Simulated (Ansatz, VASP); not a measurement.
# One calculation of BiAs, two programs

```
As Bi
1.0
     0.00000    2.95546    2.95546
     2.95546    0.00000    2.95546
     2.95546    2.95546    0.00000
As Bi
1 1
Direct
  0.00000 0.00000 0.00000
  0.50000 0.50000 0.50000
```

Change from the starting cell: volume scaled by 0.9405.

Alike in both runs: task single point; functional PBE; k mesh 11 × 11 × 11; occupations fermi-dirac, width 0.03 eV; no spin polarisation.

|  | VASP | Ansatz |
| --- | --- | --- |
| version | VASP 6.6.1 | Ansatz 0.2.0 |
| potentials or method | VASP PAW PBE potentials, release 64 (As, Bi_d), cutoff 520 eV | all-electron LAPW, scalar-relativistic |

|  | VASP | Ansatz | Ansatz less VASP |
| --- | --- | --- | --- |
| pressure (GPa) | 4.4 | 4.4 | 0.00 |

Ansatz ran all-electron here, and VASP with PAW potentials.

Neither program's run includes spin-orbit coupling.
